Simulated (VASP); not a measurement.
Wanted: the native input for a VASP 6.6.1 run.

```
Task                               : single point
Functional                         : HSE06
Potentials or basis                : VASP PAW PBE potentials, release 64 (Mg, O)
Cutoff                             : 520 eV
k mesh                             : 8 × 8 × 8
Occupations                        : gaussian, width 0.01 eV
Spin                               : no spin polarisation
Dipole correction                  : no
Grid for exact exchange (PRECFOCK) : Normal
Further INCAR settings             : ALGO = Normal; EDIFF = 1e-06; NBANDS = 11
Share of exact exchange            : 0.25
Screening parameter                : 0.2079 1/Å
```

The system is MgO.

```
Mg O
1.0
     0.00000    2.01808    2.01808
     2.01808    0.00000    2.01808
     2.01808    2.01808    0.00000
Mg O
1 1
Direct
  0.00000 0.00000 0.00000
  0.50000 0.50000 0.50000
```

This cell differs from its parent crystal: strain -4.0%.

These files were run (other wordings do the same):

POSCAR

```
MgO
1.0
    0.0000000000      2.0180807188      2.0180807188
    2.0180807188      0.0000000000      2.0180807188
    2.0180807188      2.0180807188      0.0000000000
Mg O
1 1
Direct
    0.0000000000      0.0000000000      0.0000000000
    0.5000000000      0.5000000000      0.5000000000
```

INCAR.step1

```
SYSTEM = MgO
PREC = Accurate
ENCUT = 520
EDIFF = 1E-5
ISMEAR = 0
SIGMA = 0.01
LREAL = .FALSE.
LASPH = .TRUE.
NELM = 100
ALGO = Normal
ISIF = 2
LWAVE = .TRUE.
LCHARG = .FALSE.
GGA = PE
NBANDS = 11
```

INCAR.step2

```
SYSTEM = MgO
PREC = Accurate
ENCUT = 520
EDIFF = 1E-6
ISMEAR = 0
SIGMA = 0.01
LREAL = .FALSE.
LASPH = .TRUE.
NELM = 100
ALGO = Normal
ISIF = 2
LWAVE = .FALSE.
LCHARG = .FALSE.
GGA = PE
LHFCALC = .TRUE.
HFSCREEN = 0.2079
PRECFOCK = Normal
ISTART = 1
NBANDS = 11
```

KPOINTS

```
Automatic mesh
0
G
  8 8 8
  0 0 0
```

Potentials or basis: VASP PAW PBE potentials, release 64 (Mg, O).

Command:

```console
$ cat potpaw_PBE.64/Mg/POTCAR potpaw_PBE.64/O/POTCAR > POTCAR
$ cp INCAR.step1 INCAR
$ mpirun -np 1 vasp_std > vasp.out
$ cp INCAR.step2 INCAR
$ mpirun -np 1 vasp_std > vasp.out
```

It gave:

| Quantity | Value |
| --- | --- |
| Pressure | 25.8 GPa |
| Band gap on the k mesh | 7.91 eV |

Caveat: the cell differs from its parent crystal (strain -4.0%); the cell stands under pressure; the PAW data sets were made with another functional, which shifts forces and pressure a little.

It took 7.7 min on 1 thread of Intel(R) Xeon(R) 6975P-C (Granite Rapids), with other jobs on the host, peak memory 0.25 GiB.
